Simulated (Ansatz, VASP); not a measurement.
One calculation of Sn, two programs

```
Sn
1.0
    -2.97733    2.97901    1.60309
     2.97901   -2.97733    1.60309
     2.97707    2.97707   -1.60002
Sn
2
Direct
  0.00002 0.99998 0.00000
  0.74998 0.25002 0.50000
```

Alike in both runs: task single point; functional PBE; k mesh 11 × 11 × 8; occupations gaussian, width 0.2 eV; no spin polarisation.

|  | VASP | Ansatz |
| --- | --- | --- |
| version | VASP 6.6.1 | Ansatz 0.2.0 |
| potentials or method | VASP PAW PBE potentials, release 64 (Sn_d), cutoff 520 eV | plane waves (420 eV) with PAW, scalar-relativistic |
| valence electrons in the cell | 28 | 28 |

|  | VASP | Ansatz | Ansatz less VASP |
| --- | --- | --- | --- |
| pressure (GPa) | -0.1 | 0.0 | +0.04 |
